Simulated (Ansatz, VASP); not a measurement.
## One calculation of Ru, two programs

```xyz
2
Lattice="2.7058 0.0000 0.0000 -1.3529 2.3433 0.0000 0.0000 0.0000 4.3247" Properties=species:S:1:pos:R:3 pbc="T T T"
Ru    0.0000    1.5622    1.0812
Ru    1.3529    0.7811    3.2435
```

Change from the starting cell: zz strain of +1 %.

Alike in both runs: task single point; functional PBEsol; k mesh 14 × 14 × 8; occupations fermi-dirac, width 0.03 eV; no spin polarisation.

|  | VASP | Ansatz |
| --- | --- | --- |
| version | VASP 6.6.1 | Ansatz 0.2.0 |
| potentials or method | VASP PAW PBE potentials, release 64 (Ru_pv), cutoff 520 eV | all-electron LAPW, scalar-relativistic |

Ansatz gave:

| Item | Value |
| --- | --- |
| pressure (GPa) | -9.4 |
| traceless stress, the component that is largest in VASP (GPa) | -4.49 |

Q: Which values does VASP return?

A: Pressure (GPa): -9.5; traceless stress, the component that is largest in VASP (GPa): -4.46.

VASP's potentials were made for PBE, not for PBEsol. Ansatz ran all-electron here, and VASP with PAW potentials.
